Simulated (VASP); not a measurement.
# As (P6_3/mmc) in VASP: notebook, part 2 of 2

VASP 6.6.1.

**4. Relaxation of cell and atoms, PBE**

Input file INCAR:

```
PREC = Accurate ; ENCUT = 600
EDIFF = 1E-6 ; ISMEAR = 0
SIGMA = 0.1 ; LREAL = F
LASPH = T ; NELM = 60
ALGO = Normal ; ISIF = 3
LWAVE = F ; LCHARG = F
GGA = PE ; IBRION = 2
NSW = 90 ; EDIFFG = -0.04
```

Input file KPOINTS:

```
regular mesh
0
Gamma
  6 6 4
```

Input file POSCAR:

```
As
1.0
    3.8322932247      0.0000000000      0.0000000000
   -1.9161466124      3.3188632874      0.0000000000
    0.0000000000      0.0000000000      6.3232838208
As
4
Direct
    0.3333333333      0.6666666667      0.4375000000
    0.6666666667      0.3333333333      0.9375000000
    0.6666666667      0.3333333333      0.5625000000
    0.3333333333      0.6666666667      0.0625000000
```

Command:

```
$ cat potpaw_PBE.64/As/POTCAR > POTCAR
$ mpirun -np 1 vasp_std > vasp.out
```

Run time: 7.7 min. Hardware: 1 thread of Intel Xeon 8259CL, shared host; peak memory 0.24 GiB.

The run converged. Its results:

```
Free energy                           : -18.0656 eV
Relaxed volume                        : 26.78 Å³/atom
Relaxed cell                          : a = 4.629 Å, b = 4.629 Å, c = 5.770 Å, α = 90.00°, β = 90.00°, γ = 120.00°
Space group after relaxing (to 0.1 Å) : P6_3/mmc (No. 194)
Energy gained by relaxing             : 780.2 meV/atom
Ionic steps                           : 20
Pressure after relaxing               : 0.0 GPa
Largest force after relaxing          : 0.014 eV/Å
Band gap on the k mesh                : zero (bands 10 and 11 overlap by 0.46 eV)
```

Forces on the atoms (eV/Å):
```
As   0.000  0.000 -0.014
As   0.000  0.000 -0.014
As   0.000  0.000  0.014
As   0.000  0.000  0.014
```

The path:
```
step  energy change (eV)  largest force (eV/Å)  pressure (GPa)  volume (Å³)
   1              0.0000                0.4459           33.76        80.42
   2             -2.2231                0.0515           -6.64       140.48
   3             -2.8462                0.0209           -0.08       115.16
   4             -2.8456                0.0192            0.26       114.39
   5             -2.8597                0.1150            0.34       114.33
   6             -2.8851                0.4744            0.72       114.05
   7             -2.8931                0.4748            0.58       114.31
   8             -2.9155                0.4778            0.20       115.08
   9             -2.9509                0.4791           -0.60       116.55
  10             -2.9650                0.4230           -2.24       119.22
  11             -2.9689                0.4628           -1.53       118.10
  12             -2.9900                0.3975           -1.60       117.62
  13             -3.0369                0.2192           -1.87       116.14
  14             -3.0555                0.0627           -2.47       112.89
  15             -3.0631                0.0947           -2.15       114.65
  16             -3.0668                0.0167           -2.34       113.81
  17             -3.1106                0.0550           -0.90       109.55
  18             -3.1180                0.0813            0.04       107.20
  19             -3.1180                0.0828            0.10       107.06
  20             -3.1208                0.0137           -0.03       107.10
```

Final structure:
```
As
1.0
     4.62947    0.00000    0.00000
    -2.31474    4.00924    0.00000
     0.00000    0.00000    5.77034
As
4
Direct
  0.33333 0.66667 0.46591
  0.66667 0.33333 0.96591
  0.66667 0.33333 0.53409
  0.33333 0.66667 0.03409
```

Levels at points of the mesh, in eV from the Fermi level:
| k point | band 6 | band 7 | band 8 | band 9 | band 10 | band 11 | band 12 | band 13 | band 14 |
| --- | --- | --- | --- | --- | --- | --- | --- | --- | --- |
| (0.00, 0.00, 0.00) | -4.20 | -4.20 | -2.38 | -2.09 | -2.09 | -0.28 | -0.28 | 2.30 | 3.35 |
| (0.50, 0.00, 0.00) | -5.01 | -4.13 | -2.84 | -2.73 | -0.66 | 1.78 | 1.93 | 3.98 | 4.34 |
| (0.00, 0.00, 0.50) | -3.37 | -3.37 | -3.37 | -2.43 | -2.43 | 0.85 | 0.85 | 0.85 | 0.85 |
| (0.50, 0.00, 0.50) | -4.16 | -2.91 | -2.91 | -1.54 | -1.54 | 0.67 | 0.67 | 3.05 | 3.05 |

Caveat: the volume moved by over 15 % at a fixed basis, so the end points are rough.

**5. Single point, PBE**

This run uses another cell than the first one, of 26.93 Å³/atom.

Input file INCAR:

```
SYSTEM = As
  ALGO = Normal
  EDIFF = 1E-7
  ENCUT = 520
  GGA = PE
  ISIF = 2
  ISMEAR = 0
  LASPH = .TRUE.
  LCHARG = .TRUE.
  LELF = .TRUE.
  LREAL = .FALSE.
  LVHAR = .TRUE.
  LWAVE = .FALSE.
  NBANDS = 18
  NELM = 60
  PREC = Accurate
  SIGMA = 0.1
```

Input file KPOINTS:

```
k-points
0
G
  12 12 8
  0 0 0
```

Input file POSCAR:

```
As
1.0
    4.6154201163      0.0000000000      0.0000000000
   -2.3077100581      3.9970710699      0.0000000000
    0.0000000000      0.0000000000      5.8381284621
As
4
Direct
    0.3333333333      0.6666666667      0.4632019778
    0.6666666667      0.3333333333      0.9632019778
    0.6666666667      0.3333333333      0.5367980222
    0.3333333333      0.6666666667      0.0367980222
```

Potentials or basis: VASP PAW PBE potentials, release 64 (As).

Command:

```
$ cat potpaw_PBE.64/As/POTCAR > POTCAR
$ mpirun -np 1 vasp_std > vasp.out
```

OUTCAR:

```text
SYSTEM = As
   EDIFF = 1E-7
   ENCUT = 520
   GGA = PE
   ISIF = 2
   ISMEAR = 0
   LASPH = .TRUE.
   LREAL = .FALSE.
   NELM = 60
   PREC = Accurate

 ion  position               nearest neighbor table
   1  0.333  0.667  0.463-   4 2.49   3 2.70   3 2.70   3 2.70
   2  0.667  0.333  0.963-   3 2.49   4 2.70   4 2.70   4 2.70
   3  0.667  0.333  0.537-   2 2.49   1 2.70   1 2.70   1 2.70
   4  0.333  0.667  0.037-   1 2.49   2 2.70   2 2.70   2 2.70

  LATTYP: Found a hexagonal cell.
[... 704 lines left out ...]

  FORCE on cell =-STRESS in cart. coord.  units (eV):
  Direction    XX          YY          ZZ          XY          YZ          ZX
  --------------------------------------------------------------------------------------
  -------------------------------------------------------------------------------------
  Total        0.0700431      0.0700431      0.1714701      0.0000000      0.0000000     -0.0000000
  in kB        1.0419548      1.0419548      2.5507752      0.0000000      0.0000000     -0.0000000
  external PRESSURE =       1.5448950 kB  Pullay stress =       0.0000000 kB

 VOLUME and BASIS-vectors are now :
 -----------------------------------------------------------------------------
  energy-cutoff  :      520.00
  volume of cell :      107.70
      direct lattice vectors                 reciprocal lattice vectors
     4.615420116  0.000000000  0.000000000     0.216665000  0.125091596  0.000000000
    -2.307710058  3.997071070  0.000000000     0.000000000  0.250183192  0.000000000
     0.000000000  0.000000000  5.838128462     0.000000000  0.000000000  0.171287769

 POSITION                                       TOTAL-FORCE (eV/Angst)
 -----------------------------------------------------------------------------------
     -0.00000      2.66471      2.70423        -0.000000     -0.000000      0.029965
      2.30771      1.33236      5.62330         0.000000     -0.000000      0.029965
      2.30771      1.33236      3.13390         0.000000      0.000000     -0.029965
     -0.00000      2.66471      0.21483        -0.000000      0.000000     -0.029965
 -----------------------------------------------------------------------------------
    total drift:                               -0.000000     -0.000000     -0.000000

  FREE ENERGIE OF THE ION-ELECTRON SYSTEM (eV)
  ---------------------------------------------------
  free  energy   TOTEN  =       -18.0727239898 eV

  energy  without entropy=      -18.0662524929  energy(sigma->0) =      -18.06948824
```

OSZICAR:

```text
N       E                     dE             d eps       ncg     rms          rms(c)
DAV:   1     0.741450296628E+02    0.74145E+02   -0.76860E+03  3420   0.908E+02
DAV:   2    -0.123498253534E+02   -0.86495E+02   -0.83555E+02  4688   0.143E+02
DAV:   3    -0.180633973353E+02   -0.57136E+01   -0.56682E+01  4116   0.388E+01
DAV:   4    -0.181265624429E+02   -0.63165E-01   -0.63071E-01  4388   0.451E+00
DAV:   5    -0.181270355026E+02   -0.47306E-03   -0.47301E-03  4046   0.403E-01    0.447E+00
DAV:   6    -0.180912142959E+02    0.35821E-01   -0.16916E-02  3924   0.634E-01    0.268E+00
DAV:   7    -0.180715449138E+02    0.19669E-01   -0.38669E-02  3734   0.975E-01    0.114E-01
DAV:   8    -0.180725398133E+02   -0.99490E-03   -0.14855E-03  3632   0.177E-01    0.285E-02
DAV:   9    -0.180726934034E+02   -0.15359E-03   -0.14384E-04  3978   0.596E-02    0.140E-02
DAV:  10    -0.180727206194E+02   -0.27216E-04   -0.46631E-05  3740   0.301E-02    0.397E-03
DAV:  11    -0.180727229829E+02   -0.23635E-05   -0.32901E-06  4094   0.768E-03    0.240E-03
DAV:  12    -0.180727240399E+02   -0.10569E-05   -0.10666E-06  3648   0.486E-03    0.481E-04
DAV:  13    -0.180727239898E+02    0.50067E-07   -0.85868E-09  2950   0.486E-04
   1 F= -.18072724E+02 E0= -.18069488E+02  d E =-.647150E-02
```

stdout:

```text
POSCAR found type information on POSCAR As
 POSCAR found :  1 types and       4 ions
 scaLAPACK will be used
 LDA part: xc-table for (Slater+PW92), standard interpolation
 POSCAR, INCAR and KPOINTS ok, starting setup
 FFT: planning ... GRIDC
 FFT: planning ... GRID_SOFT
 FFT: planning ... GRID
 WAVECAR not read
 entering main loop
```

Run time: 3 min. Hardware: 1 thread of Intel Xeon 8259CL, shared host; peak memory 0.32 GiB.

What came out:

```
Free energy            : -18.0727 eV
Pressure               : 0.2 GPa
Largest force          : 0.030 eV/Å
Band gap on the k mesh : zero (bands 10 and 11 overlap by 0.69 eV)
```

Forces on the atoms (eV/Å):
```
As   0.000  0.000  0.030
As   0.000  0.000  0.030
As   0.000  0.000 -0.030
As   0.000  0.000 -0.030
```

Stress tensor (GPa, compression positive):
```
0.10 0.00 0.00
0.00 0.10 0.00
0.00 0.00 0.26
```

Levels at points of the mesh, in eV from the Fermi level:
| k point | band 6 | band 7 | band 8 | band 9 | band 10 | band 11 | band 12 | band 13 | band 14 | band 15 |
| --- | --- | --- | --- | --- | --- | --- | --- | --- | --- | --- |
| (0.00, 0.00, 0.00) | -4.18 | -4.18 | -2.39 | -2.14 | -2.14 | -0.30 | -0.30 | 2.24 | 2.24 | 3.10 |
| (0.50, 0.00, 0.00) | -5.01 | -4.15 | -2.91 | -2.65 | -0.73 | 1.80 | 1.83 | 3.91 | 4.10 | 4.62 |
| (0.00, 0.00, 0.50) | -3.39 | -3.39 | -3.39 | -2.53 | -2.53 | 0.83 | 0.83 | 0.83 | 0.83 | 2.20 |
| (0.50, 0.00, 0.50) | -4.18 | -3.04 | -3.04 | -1.61 | -1.61 | 0.63 | 0.63 | 3.11 | 3.11 | 3.56 |

**6. Relaxation of cell and atoms, PBE**

This run uses another cell than the first one, of 26.56 Å³/atom.

Input file INCAR:

```
SYSTEM = As
PREC = Accurate
ENCUT = 600
EDIFF = 1E-6
ISMEAR = 0
SIGMA = 0.1
LREAL = .False.
LASPH = .True.
NELM = 100
ALGO = Normal
ISIF = 3
LWAVE = .False.
LCHARG = .False.
GGA = PE
IBRION = 2
NSW = 100
EDIFFG = -0.01
```

Input file KPOINTS:

```
Automatic mesh
0
Gamma
  12 12 8
  0 0 0
```

Input file POSCAR:

```
As
1.0
    4.6154885701      0.0000000000      0.0000000000
   -2.3077442850      3.9971303525      0.0000000000
    0.0000000000      0.0000000000      5.7580954540
As
4
Direct
    0.3333333333      0.6666666667      0.4656592468
    0.6666666667      0.3333333333      0.9656592468
    0.6666666667      0.3333333333      0.5343407532
    0.3333333333      0.6666666667      0.0343407532
```

Potentials or basis: VASP PAW PBE potentials, release 64 (As).

Command:

```
$ cat potpaw_PBE.64/As/POTCAR > POTCAR
$ mpirun -np 1 vasp_std > vasp.out
```

OUTCAR:

```text
SYSTEM = As
   PREC = Accurate
   ENCUT = 600
   EDIFF = 1E-6
   ISMEAR = 0
   LREAL = .False.
   LASPH = .True.
   NELM = 100
   ISIF = 3
   GGA = PE
   IBRION = 2
   NSW = 100
   EDIFFG = -0.01

 ion  position               nearest neighbor table
   1  0.333  0.667  0.466-   4 2.48   3 2.69   3 2.69   3 2.69
   2  0.667  0.333  0.966-   3 2.48   4 2.69   4 2.69   4 2.69
   3  0.667  0.333  0.534-   2 2.48   1 2.69   1 2.69   1 2.69
   4  0.333  0.667  0.034-   1 2.48   2 2.69   2 2.69   2 2.69

  LATTYP: Found a hexagonal cell.
 ALAT       =     4.6154885701
 C/A-ratio  =     1.2475592489

  Lattice vectors:

 A1 = (   4.6154885701,   0.0000000000,   0.0000000000)
 A2 = (  -2.3077442850,   3.9971303525,   0.0000000000)
 A3 = (   0.0000000000,   0.0000000000,   5.7580954540)

Analysis of symmetry for initial positions (statically):
=====================================================================
 Subroutine PRICEL returns:
 Original cell was already a primitive cell.

 Routine SETGRP: Setting up the symmetry group for a
 hexagonal supercell.

 Subroutine GETGRP returns: Found 24 space group operations
 (whereof 12 operations were pure point group operations)
 out of a pool of 24 trial point group operations.

The static configuration has the point symmetry D_3d.
 The point group associated with its full space group is D_6h.

Analysis of symmetry for dynamics (positions and initial velocities):
=====================================================================
 Subroutine PRICEL returns:
 Original cell was already a primitive cell.

 Routine SETGRP: Setting up the symmetry group for a
 hexagonal supercell.

 Subroutine GETGRP returns: Found 24 space group operations
 (whereof 12 operations were pure point group operations)
 out of a pool of 24 trial point group operations.

[... 145 lines left out ...]
--------------------------------------- Ionic step        1  -------------------------------------------

 number of electron      20.0000001 magnetization

 Free energy of the ion-electron system (eV)
  ---------------------------------------------------
  ext. energy  EPLUGINS =         0.00000000
  ---------------------------------------------------
  free energy    TOTEN  =       -18.06790816 eV

  energy without entropy =      -18.06142216  energy(sigma->0) =      -18.06466516

------------------------ aborting loop because EDIFF is reached ----------------------------------------

  FORCE on cell =-STRESS in cart. coord.  units (eV):
  Direction    XX          YY          ZZ          XY          YZ          ZX
  --------------------------------------------------------------------------------------
  -------------------------------------------------------------------------------------
  Total        0.1205044      0.1205044      0.7567323      0.0000000     -0.0000000      0.0000000
  in kB        1.8174764      1.8174764     11.4132154      0.0000000     -0.0000000      0.0000000
  external PRESSURE =       5.0160561 kB  Pullay stress =       0.0000000 kB
[... 291 lines left out ...]
--------------------------------------- Ionic step        9  -------------------------------------------

 number of electron      20.0000001 magnetization

 Free energy of the ion-electron system (eV)
  ---------------------------------------------------
  ext. energy  EPLUGINS =         0.00000000
  ---------------------------------------------------
  free energy    TOTEN  =       -18.07297563 eV

  energy without entropy =      -18.06651212  energy(sigma->0) =      -18.06974388

 E-fermi :   3.5962     XC(G=0):  -8.7705

 val. band max:        3.5704837129   @ k =   0.1667   0.0000   0.1250
 cond. band min:       3.5990774855   @ k =   0.1667   0.1667   0.0000
 fundamental gap:      0.0285937726
 Fermi energy:         3.5961587872

 k-point     1 :       0.0000    0.0000    0.0000
  band No.  band energies     occupation
      1     -10.6170      2.00000
      2      -7.9929      2.00000
      3      -6.4307      2.00000
      4      -2.5570      2.00000
      5      -1.4640      2.00000
      6      -0.5760      2.00000
      7      -0.5760      2.00000
      8       1.2168      2.00000
      9       1.4498      2.00000
     10       1.4498      2.00000
     11       3.3062      1.99996
     12       3.3062      1.99996
     13       5.8269      0.00000
     14       5.8269      0.00000
[... 377 lines left out ...]
      1      -9.8940      2.00000
      2      -7.8723      2.00000
      3      -7.1116      2.00000
      4      -4.7512      2.00000
      5      -1.7597      2.00000
      6      -1.1780      2.00000
      7       0.1522      2.00000
      8       0.7144      2.00000
      9       1.0052      2.00000
     10       2.5520      2.00000
     11       4.5362      0.00000
     12       5.0757      0.00000
     13       6.3688      0.00000
     14       6.7385      0.00000

 [... further k-points ...]

------------------------ aborting loop because EDIFF is reached ----------------------------------------

  FORCE on cell =-STRESS in cart. coord.  units (eV):
  Direction    XX          YY          ZZ          XY          YZ          ZX
  --------------------------------------------------------------------------------------
  -------------------------------------------------------------------------------------
  Total       -0.0048421     -0.0048421     -0.0047971     -0.0000000      0.0000000      0.0000000
  in kB       -0.0718292     -0.0718292     -0.0711622     -0.0000000      0.0000000      0.0000000
  external PRESSURE =      -0.0716068 kB  Pullay stress =       0.0000000 kB
[... 19 lines left out ...]
  FREE ENERGIE OF THE ION-ELECTRON SYSTEM (eV)
  ---------------------------------------------------
  free  energy   TOTEN  =       -18.0729756322 eV

  energy  without entropy=      -18.0665121235  energy(sigma->0) =      -18.06974388

 reached required accuracy - stopping structural energy minimisation
```

It took 12 min on 1 thread of Intel Xeon 8259CL, shared host; peak memory 0.37 GiB.

What came out:

```
Free energy                           : -18.0730 eV
Relaxed volume                        : 27.00 Å³/atom
Relaxed cell                          : a = 4.618 Å, b = 4.618 Å, c = 5.847 Å, α = 90.00°, β = 90.00°, γ = 120.00°
Space group after relaxing (to 0.1 Å) : P6_3/mmc (No. 194)
Energy gained by relaxing             : 1.3 meV/atom
Ionic steps                           : 9
Pressure after relaxing               : 0.0 GPa
Band gap on the k mesh                : zero (bands 10 and 11 overlap by 0.68 eV)
```

Forces in eV/Å, atoms in the order of the input:
```
As   0.000  0.000  0.002
As   0.000  0.000  0.002
As   0.000  0.000 -0.002
As   0.000  0.000 -0.002
```

Step by step:
```csv
step,energy change (eV),largest force (eV/Å),pressure (GPa),volume (Å³)
1,0.0000,0.0189,0.50,106.23
2,-0.0027,0.0990,-0.13,107.51
3,-0.0029,0.0752,0.00,107.24
4,-0.0038,0.0557,-0.01,107.42
5,-0.0050,0.0044,-0.01,107.97
6,-0.0050,0.0059,0.00,107.99
7,-0.0050,0.0093,-0.02,108.02
8,-0.0050,0.0048,0.00,107.99
9,-0.0051,0.0023,-0.01,108.01
```

Final structure:
```xyz
4
Lattice="4.6185 0.0000 0.0000 -2.3092 3.9997 0.0000 0.0000 0.0000 5.8467" Properties=species:S:1:pos:R:3 pbc="T T T"
As    0.0000    2.6665    2.7090
As    2.3092    1.3332    5.6323
As    2.3092    1.3332    3.1378
As    0.0000    2.6665    0.2144
```

Levels at points of the mesh, in eV from the Fermi level:
```tsv
k point	band 8	band 9	band 10	band 11	band 12	band 13
(0.00, 0.00, 0.00)	-2.38	-2.15	-2.15	-0.29	-0.29	2.23
(0.50, 0.00, 0.00)	-2.91	-2.64	-0.74	1.80	1.83	3.89
(0.00, 0.00, 0.50)	-3.38	-2.53	-2.53	0.83	0.83	0.83
(0.50, 0.00, 0.50)	-3.03	-1.62	-1.62	0.61	0.61	3.10
```

**7. Summary**

| task | cell | k mesh | cutoff (eV) | gap on the mesh (eV) | pressure (GPa) | relaxed volume (Å³/atom) | largest force (eV/Å) |
| --- | --- | --- | --- | --- | --- | --- | --- |
| single point | a = 3.832, b = 3.832, c = 6.323 Å, angles 90.0, 90.0, 120.0°, 4 atoms, atomic positions A | 6 × 6 × 4 | 520 | none | 33.8 | - | 0.45 |
| single point | a = 4.615, b = 4.615, c = 5.758 Å, angles 90.0, 90.0, 120.0°, 4 atoms, atomic positions B | 6 × 6 × 4 | 520 | none | 0.5 | - | 0.03 |
| relaxation of cell and atoms | relaxed from a = 3.832, b = 3.832, c = 6.323 Å, angles 90.0, 90.0, 120.0°, 4 atoms, atomic positions A | 6 × 6 × 4 | 600 | none | 0.0 | 26.78 | 0.01 |
| single point | a = 4.615, b = 4.615, c = 5.838 Å, angles 90.0, 90.0, 120.0°, 4 atoms, atomic positions C | 12 × 12 × 8 | 520 | none | 0.2 | - | 0.03 |
| relaxation of cell and atoms | relaxed from a = 4.615, b = 4.615, c = 5.758 Å, angles 90.0, 90.0, 120.0°, 4 atoms, atomic positions B | 12 × 12 × 8 | 600 | none | 0.0 | 27.00 | - |

Alike in all rows: level PBE; potentials or basis VASP PAW PBE potentials, release 64 (As); no spin polarisation; smearing gaussian 0.1 eV.

Caveats: the cell stands under pressure (at least some runs); the volume moved by over 15 % at a fixed basis, so the end points are rough (at least some runs).

Total energies depend on the potentials used, so only differences within one code and one set of settings carry meaning.

The gap in the log of VASP goes by the Fermi energy; the results here count the filled bands.